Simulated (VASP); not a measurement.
# SnO in VASP: single point with PBE

Aim: the single point of SnO with PBE.

Everything below comes from runs of VASP 6.6.1. Logs are shortened: lines on timing, memory, paths and dates and some standing lists are left out, and cuts for length are marked.

## Step 1: The cell of the first run

The cell holds a slab with vacuum, 12 atoms: a = 3.802 Å, b = 4.836 Å, c = 27.505 Å, α = 90.00°, β = 90.00°, γ = 90.00°.

## Step 2: Single point, PBE

INCAR

```
ALGO = Normal
DIPOL = 0.5 0.5 0.502
EDIFF = 1E-6
ENCUT = 520
GGA = PE
IDIPOL = 3
ISIF = 2
ISMEAR = 0
LASPH = True
LCHARG = False
LDIPOL = True
LREAL = False
LWAVE = False
NBANDS = 72
NELM = 60
PREC = Accurate
SIGMA = 0.05
```

KPOINTS

```
k-points
0
Gamma
  7 5 1
```

POSCAR

```
SnO
1.0
    3.8020000000      0.0000000000      0.0000000000
    0.0000000000      4.8360000000      0.0000000000
    0.0000000000      0.0000000000     27.5050002177
Sn O
6 6
Direct
    0.0000000000      0.2385000000      0.3272132314
    0.5000000000      0.7615000000      0.3963279408
    0.0000000000      0.2385000000      0.4654426503
    0.5000000000      0.7617563108      0.5364519950
    0.0000000000      0.2304225414      0.6113958589
    0.5000000000      0.7665119331      0.6773831746
    0.5000000000      0.0000000000      0.3272132314
    0.0000000000      0.0000000000      0.3963279408
    0.5000000000      0.0000000000      0.4654426503
    0.0000000000      0.0073453276      0.5376399531
    0.5000000000     -0.0148311290      0.6082962183
    0.0000000000     -0.0065208009      0.6784954621
```

Potentials or basis: VASP PAW PBE potentials, release 64 (Sn_d, O).

Launch:

```sh
> cat potpaw_PBE.64/Sn_d/POTCAR potpaw_PBE.64/O/POTCAR > POTCAR
> mpirun -np 1 vasp_std > vasp.out
```

OUTCAR:

```text
EDIFF = 1E-6
   ENCUT = 520
   GGA = PE
   ISIF = 2
   ISMEAR = 0
   LASPH = True
   LREAL = False
   NELM = 60
   PREC = Accurate

 ion  position               nearest neighbor table
   1  0.000  0.239  0.327-   7 2.22   7 2.22   8 2.22   2 3.54   2 3.54   2 3.69   2 3.69
   2  0.500  0.761  0.396-   8 2.22   8 2.22   7 2.22   9 2.22   1 3.54   1 3.54   3 3.54   3 3.54
                             1 3.69   1 3.69   3 3.69   3 3.69
   3  0.000  0.239  0.465-   9 2.22   9 2.22   8 2.22  10 2.28   2 3.54   2 3.54   4 3.57   4 3.57
                             2 3.69   2 3.69   4 3.72   4 3.72
   4  0.500  0.762  0.536-  10 2.24  10 2.24  11 2.25   9 2.27   3 3.57   3 3.57   5 3.61   5 3.61
                             3 3.72   3 3.72
   5  0.000  0.230  0.611-  12 2.17  11 2.24  11 2.24  10 2.30   6 3.46   6 3.46   4 3.61   4 3.61
                             6 3.69   6 3.69
   6  0.500  0.767  0.677-  11 2.17  12 2.20  12 2.20   5 3.46   5 3.46   5 3.69   5 3.69
   7  0.500  0.000  0.327-   1 2.22   1 2.22   2 2.22
   8  0.000  0.000  0.396-   2 2.22   2 2.22   1 2.22   3 2.22
   9  0.500  0.000  0.465-   3 2.22   3 2.22   2 2.22   4 2.27
  10  0.000  0.007  0.538-   4 2.24   4 2.24   3 2.28   5 2.30
  11  0.500  0.985  0.608-   6 2.17   5 2.24   5 2.24   4 2.25
  12  0.000  0.993  0.678-   5 2.17   6 2.20   6 2.20

  LATTYP: Found a simple orthorhombic cell.
 ALAT       =     3.8020000000
 B/A-ratio  =     1.2719621252
 C/A-ratio  =     7.2343503992

  Lattice vectors:

 A1 = (   3.8020000000,   0.0000000000,   0.0000000000)
 A2 = (   0.0000000000,   4.8360000000,   0.0000000000)
 A3 = (   0.0000000000,   0.0000000000,  27.5050002177)

Analysis of symmetry for initial positions (statically):
=====================================================================
 Subroutine PRICEL returns:
 Original cell was already a primitive cell.

 Routine SETGRP: Setting up the symmetry group for a
 simple orthorhombic supercell.

 Subroutine GETGRP returns: Found  2 space group operations
 (whereof  2 operations were pure point group operations)
 out of a pool of  8 trial point group operations.

The static configuration has the point symmetry C_1h.

Analysis of symmetry for dynamics (positions and initial velocities):
=====================================================================
 Subroutine PRICEL returns:
 Original cell was already a primitive cell.

 Routine SETGRP: Setting up the symmetry group for a
 simple orthorhombic supercell.

 Subroutine GETGRP returns: Found  2 space group operations
 (whereof  2 operations were pure point group operations)
 out of a pool of  8 trial point group operations.

The dynamic configuration has the point symmetry C_1h.

 Subroutine INISYM returns: Found  2 space group operations
 (whereof  2 operations are pure point group operations),
 and found     1 'primitive' translations

----------------------------------------------------------------------------------------

                                     Primitive cell

  volume of cell :     505.7199

  direct lattice vectors                    reciprocal lattice vectors
     3.802000000  0.000000000  0.000000000     0.263019463  0.000000000  0.000000000
     0.000000000  4.836000000  0.000000000     0.000000000  0.206782465  0.000000000
     0.000000000  0.000000000 27.505000218     0.000000000  0.000000000  0.036357026

  length of vectors
     3.802000000  4.836000000 27.505000218     0.263019463  0.206782465  0.036357026

  position of ions in fractional coordinates (direct lattice)
     0.000000000  0.238500000  0.327213231
     0.500000000  0.761500000  0.396327941
     0.000000000  0.238500000  0.465442650
     0.500000000  0.761756311  0.536451995
     0.000000000  0.230422541  0.611395859
     0.500000000  0.766511933  0.677383175
     0.500000000  0.000000000  0.327213231
     0.000000000  0.000000000  0.396327941
     0.500000000  0.000000000  0.465442650
     0.000000000  0.007345328  0.537639953
     0.500000000  0.985168871  0.608296218
     0.000000000  0.993479199  0.678495462

  ion indices of the primitive-cell ions
   primitive index   ion index
[... 26 lines left out ...]
     0.000000000  0.000000000  0.036357026     0.000000000  0.000000000  1.000000000

  Length of vectors
     0.037574209  0.041356493  0.036357026

  Shift w.r.t. Gamma in fractional coordinates (k-lattice)
     0.000000000  0.000000000  0.000000000

 Subroutine IBZKPT returns following result:
 ===========================================

 Found     12 irreducible k-points:

 Following reciprocal coordinates:
            Coordinates               Weight
  0.000000  0.000000  0.000000      1.000000
  0.142857  0.000000  0.000000      2.000000
  0.285714  0.000000  0.000000      2.000000
  0.428571  0.000000  0.000000      2.000000
  0.000000  0.200000  0.000000      2.000000
  0.142857  0.200000  0.000000      4.000000
  0.285714  0.200000  0.000000      4.000000
  0.428571  0.200000  0.000000      4.000000
  0.000000  0.400000  0.000000      2.000000
  0.142857  0.400000  0.000000      4.000000
  0.285714  0.400000  0.000000      4.000000
  0.428571  0.400000  0.000000      4.000000
   k-points           NKPTS =     12   k-points in BZ     NKDIM =     12   number of bands    NBANDS=     72
   number of dos      NEDOS =    301   number of ions     NIONS =     12
   total plane-waves  NPLWV = 211680
   dimension x,y,z NGX =    28 NGY =   36 NGZ =  210
   dimension x,y,z NGXF=    56 NGYF=   72 NGZF=  420
   ions per type =               6   6
   NGX,Y,Z   is equivalent  to a cutoff of  12.24, 12.38, 12.69 a.u.
   NGXF,Y,Z  is equivalent  to a cutoff of  24.49, 24.75, 25.39 a.u.
 SYSTEM =  unknown system
   PREC   = accura    normal or accurate (medium, high low for compatibility)
   ISTART =      0    job   : 0-new  1-cont  2-samecut
   ICHARG =      2    charge: 1-file 2-atom 10-const
   ISPIN  =      1    spin polarized calculation?
   LNONCOLLINEAR =      F non collinear calculations
   LSORBIT =      F    spin-orbit coupling
   LASPH  =      T    aspherical Exc in radial PAW
   ENCUT  =  520.0 eV  38.22 Ry    6.18 a.u.   7.07  8.99 51.14*2*pi/ulx,y,z
   NELM   =     60;   NELMIN=  2; NELMDL= -5     # of ELM steps
   EDIFF  = 0.1E-05   stopping-criterion for ELM
   LREAL  =      F    real-space projection
   EDIFFG = 0.1E-04   stopping-criterion for IOM
   NSW    =      0    number of steps for IOM
   IBRION =     -1    ionic relax: 0-MD 1-quasi-New 2-CG
   NFREE  =      0    steps in history (QN), initial steepest desc. (CG)
   ISIF   =      2    stress and relaxation
   ISYM   =      2    0-nonsym 1-usesym 2-fastsym
   POTIM  = 0.5000    time-step for ionic-motion
   TEBEG  =    0.0;   TEEND  =   0.0 temperature during run
   PSTRESS=    0.0 pullay stress
   NELECT =     120.0000    total number of electrons
   NUPDOWN=      -1.0000    fix difference up-down
   EMIN   =  10.00;   EMAX   =-10.00  energy-range for DOS
   EFERMI =   0.00;   METHOD = LEGACY
   ISMEAR =     0;   SIGMA  =   0.05  broadening in eV -4-tet -1-fermi 0-gaus
   EFERMI_NEDOS =   21; number of points for ismear=-14 and -15
   IALGO  =     38    algorithm
   IMIX   =      4    mixing-type and parameters
     AMIX     =   0.40;   BMIX     =  1.00
     AMIX_MAG =   1.60;   BMIX_MAG =  1.00
  volume/ion in A,a.u.               =      42.14       284.40
  Fermi-wavevector in a.u.,A,eV,Ry     =   1.013519  1.915273 13.976187  1.027221
  Thomas-Fermi vector in A             =   2.146693
   LORBIT       =      0    0 simple, 1 ext, 2 COOP (PROOUT), +10 PAW based schemes
   GGA     = PE    functional components
   LHFCALC =     F    Hartree Fock is set to
   AEXX    =    0.0000 exact exchange contribution
   IVDW    =     0    specifies the selected vdW correction
   LEPSILON=     F    determine dielectric tensor
   LRPA    =     F    only Hartree local field effects (RPA)
 non-spin polarized calculation
 Gauss-broadening in eV      SIGMA  =   0.05
  energy-cutoff  :      520.00
  volume of cell :      505.72
 maximum number of plane-waves:     13676
   NGX = 15   NGY = 17   NGZ =103

 number of electron     119.9999995 magnetization

 dipolmoment           0.000000      0.000000     -0.003898 electrons x Angstroem

 Free energy of the ion-electron system (eV)
  ---------------------------------------------------
  ext. energy  EPLUGINS =         0.00000000
  ---------------------------------------------------
  free energy    TOTEN  =       -67.23195828 eV

  energy without entropy =      -67.23195828  energy(sigma->0) =      -67.23195828

 E-fermi :   0.6007     XC(G=0):  -4.8381

 val. band max:        0.3767696101   @ k =   0.1429   0.0000   0.0000
 cond. band min:       1.0890824243   @ k =   0.4286   0.0000   0.0000
 fundamental gap:      0.7123128143
 Fermi energy:         0.6006901010

 k-point     1 :       0.0000    0.0000    0.0000
  band No.  band energies     occupation
      1     -21.3613      2.00000
      2     -21.3184      2.00000
      3     -21.2155      2.00000
      4     -21.1557      2.00000
      5     -21.0895      2.00000
      6     -21.0227      2.00000
[... 889 lines left out ...]
     71       5.3309      0.00000
     72       5.4399      0.00000

------------------------ aborting loop because EDIFF is reached ----------------------------------------

 vacuum level on the upper side and lower side of the slab       (xc-potential included)        -0.137        -0.100

  FORCE on cell =-STRESS in cart. coord.  units (eV):
  Direction    XX          YY          ZZ          XY          YZ          ZX
  --------------------------------------------------------------------------------------
  -------------------------------------------------------------------------------------
  Total       -1.4055264      0.9165764      0.2945034      0.0000000      0.9470475      0.0000000
  in kB       -4.4528651      2.9038166      0.9330199      0.0000000      3.0003524      0.0000000
  external PRESSURE =      -0.2053429 kB  Pullay stress =       0.0000000 kB

 VOLUME and BASIS-vectors are now :
 -----------------------------------------------------------------------------
  energy-cutoff  :      520.00
  volume of cell :      505.72
      direct lattice vectors                 reciprocal lattice vectors
     3.802000000  0.000000000  0.000000000     0.263019463  0.000000000  0.000000000
     0.000000000  4.836000000  0.000000000     0.000000000  0.206782465  0.000000000
     0.000000000  0.000000000 27.505000218     0.000000000  0.000000000  0.036357026

 POSITION                                       TOTAL-FORCE (eV/Angst)
 -----------------------------------------------------------------------------------
      0.00000      1.15339      9.00000         0.000000     -0.662182      0.246395
      1.90100      3.68261     10.90100         0.000000      0.013363     -0.777574
      0.00000      1.15339     12.80200         0.000000      0.326915      0.260081
      1.90100      3.68385     14.75511         0.000000     -0.082818     -0.005242
      0.00000      1.11432     16.81644         0.000000      0.083058     -0.000292
      1.90100      3.70685     18.63142         0.000000     -0.058219      0.021993
      1.90100      0.00000      9.00000         0.000000      0.245510      0.060030
      0.00000      0.00000     10.90100         0.000000      0.266796      0.016313
      1.90100      0.00000     12.80200         0.000000     -0.153548      0.141938
      0.00000      0.03552     14.78779         0.000000      0.018554      0.024307
      1.90100      4.76428     16.73119         0.000000     -0.005732      0.014196
      0.00000      4.80447     18.66202         0.000000      0.008302     -0.002145
 -----------------------------------------------------------------------------------
    total drift:                                0.000000     -0.000068     -0.000542

  FREE ENERGIE OF THE ION-ELECTRON SYSTEM (eV)
  ---------------------------------------------------
  free  energy   TOTEN  =       -67.2319582839 eV

  energy  without entropy=      -67.2319582839  energy(sigma->0) =      -67.23195828

 vacuum level on the upper side and lower side of the slab         4.466         4.504
```

It took 17 min on 1 thread of Intel Xeon Platinum 8375C at 2.90GHz (Ice Lake), shared host; peak memory 0.65 GiB.

Results:

```yaml
Free_energy: -67.2320 eV
Largest_force: 0.778 eV/Å
Band_gap_on_the_k_mesh: 0.71 eV (least direct gap 1.76 eV)
```

Forces in eV/Å, atoms in the order of the input:
```
Sn   0.000 -0.662  0.246
Sn   0.000  0.013 -0.778
Sn   0.000  0.327  0.260
Sn   0.000 -0.083 -0.005
Sn   0.000  0.083  0.000
Sn   0.000 -0.058  0.022
O    0.000  0.246  0.060
O    0.000  0.267  0.016
O    0.000 -0.154  0.142
O    0.000  0.019  0.024
O    0.000 -0.006  0.014
O    0.000  0.008 -0.002
```

Caveat: spin-orbit coupling is left out, which moves the levels of the heavy elements.
